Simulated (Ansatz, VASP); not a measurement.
# Ca in VASP and in Ansatz

Contents of INCAR:

```
PREC     = Accurate       # precision mode
ENCUT    = 520            # plane-wave cutoff, eV
EDIFF    = 1E-6           # SCF threshold, eV
ISMEAR   = 0              # smearing method
SIGMA    = 0.1            # smearing width, eV
LREAL    = F              # projectors in reciprocal space
LASPH    = T              # aspherical terms in the spheres
NELM     = 60             # most SCF steps
ALGO     = Normal         # electronic algorithm
ISIF     = 2              # what is computed and relaxed
LWAVE    = F              # write WAVECAR
LCHARG   = F              # write CHGCAR
GGA      = PS             # functional
NBANDS   = 11             # bands
```

File KPOINTS:

```
regular mesh
0
Gamma
  6 6 6
```

The input POSCAR:

```
Ca
1.0
    3.7905385436      0.0000000000      0.0000000000
   -1.8952692718      3.2827026728      0.0000000000
    0.0000000000      0.0000000000      3.5417844517
Ca
1
Direct
    0.0000000000      0.0000000000      0.0000000000
```

Input for Ansatz:

```yaml
crystal:
  lattice:
    - [3.7905385436, 0.0, 0.0]
    - [-1.8952692718, 3.2827026728, 0.0]
    - [0.0, 0.0, 3.5417844517]
  atoms:
    - { symbol: Ca, position: [0.0, 0.0, 0.0] }
basis:
  ecutwfc: 420
kpoints:
  mp_grid: { grid: [6, 6, 6] }
hamiltonian:
  xc: pbesol
scf:
  occupations: { method: gaussian, width: 0.1 }
  lower_state_search: "off"
output:
  forces: true
  stress: true
  eigenvalues: true
```

Alike in both runs: task single point; functional PBEsol; k mesh 6 × 6 × 6; occupations gaussian, width 0.1 eV; no spin polarisation.

```csv
,VASP,Ansatz
version,VASP 6.6.1,Ansatz 0.2.0
potentials or method,"VASP PAW PBE potentials, release 64 (Ca_sv), cutoff 520 eV","scalar-relativistic, plane waves, PAW"
valence electrons in the cell,10,10
```

|  | VASP | Ansatz | Ansatz less VASP |
| --- | --- | --- | --- |
| gap on the k mesh at the Fermi level (eV) | none | none | - |
| pressure (GPa) | -1.1 | -1.1 | 0.00 |
| traceless stress, the component that is largest in VASP (GPa) | 0.14 | 0.15 | +0.010 |

VASP's potentials were made for PBE, not for PBEsol. A gap of «none» marks a metal or a gap that the smearing closes. The functional is the same, so the differences come from potentials, cutoffs and numerics.
